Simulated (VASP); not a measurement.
B2Pd:

```xyz
3
Lattice="3.0107 0.0000 0.0000 -1.5054 2.6074 0.0000 0.0000 0.0000 3.3751" Properties=species:S:1:pos:R:3 pbc="T T T"
B    -0.0002    1.7383    1.6875
B     1.5052    0.8690    1.6875
Pd    0.0000    0.0000    0.0000
```

```yaml
Program: VASP 6.6.1
Task: relaxation of cell and atoms
Functional: PBE
Potentials_or_basis: VASP PAW PBE potentials, release 64 (B, Pd)
Cutoff: 600 eV
k_mesh: 7 × 7 × 5
Occupations: fermi-dirac, width 0.1271 eV
Spin: non-collinear spin, typed start, spin-orbit coupling
Starting_moments: "[[0.0, 0.0, 0.0], [0.0, 0.0, 0.0], [0.0, 0.0, 1.0]] μB"
```

At the start: pressure 17.2 GPa; volume 8.83 Å³/atom.

Question: How do energy, volume and symmetry change on relaxing?

Answer: Over 6 steps the energy falls by 41.2 meV/atom and the volume is 9.58 Å³/atom (+8.4 %); space group P6/mmm (No. 191, to 0.05 Å); moment 0.00 μB per cell.

Step by step:
| step | energy change (eV) | largest force (eV/Å) | pressure (GPa) | volume (Å³) |
| --- | --- | --- | --- | --- |
| 1 | 0.0000 | 0.0002 | 17.18 | 26.49 |
| 2 | -0.0378 | 0.0007 | -11.22 | 30.29 |
| 3 | -0.1017 | 0.0005 | -0.36 | 28.51 |
| 4 | -0.1143 | 0.0008 | -0.16 | 28.60 |
| 5 | -0.1236 | 0.0011 | 0.42 | 28.74 |
| 6 | -0.1236 | 0.0011 | 0.38 | 28.73 |

Final structure:
```yaml
crystal:
  lattice:
    - [3.03440, 0.00000, 0.00000]
    - [-1.51720, 2.62809, 0.00000]
    - [0.00000, 0.00000, 3.60310]
  atoms:
    - { symbol: B, position: [0.33331, 0.66672, 0.50000] }
    - { symbol: B, position: [0.66658, 0.33328, 0.50000] }
    - { symbol: Pd, position: [0.00001, 0.00000, 0.00000] }
```

Caveat: the k points lie up to 0.35 Å⁻¹ apart in the final cell.
